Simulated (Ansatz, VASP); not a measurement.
AlNi: VASP beside Ansatz

```
Ni Al
1.0
     2.88100    0.00000    0.00000
     0.00000    2.88100    0.00000
     0.00000    0.00000    2.88100
Ni Al
1 1
Cartesian
  1.4405 1.4405 1.4405
  0.0000 0.0000 0.0000
```

Alike in both runs: task single point; functional PBE; k mesh 8 × 8 × 8; occupations fermi-dirac, width 0.05 eV; collinear spin; fixed moment 1.2 μB.

|  | VASP | Ansatz |
| --- | --- | --- |
| version | VASP 6.6.1 | Ansatz 0.2.0 |
| potentials or method | VASP PAW PBE potentials, release 64 (Ni, Al) | Ansatz PAW |
| plane-wave cutoff (eV) | 520 | 420 |
| valence electrons in the cell | 13 | 21 |

VASP gave:

```
pressure (GPa)                                                : 7.9
net moment per atom (μB)                                      : 0.60
size of the moment on the site where the two differ most (μB) : 0.08
```

What did Ansatz give for the same quantities?

Pressure (GPa): 7.9; net moment per atom (μB): 0.60; size of the moment on the site where the two differ most (μB): 0.12.

Site moments also hang on the region over which each program counts them. VASP's potentials hold 13 valence electrons a cell and Ansatz's 21, so a difference there can come from the potentials and not from the codes.
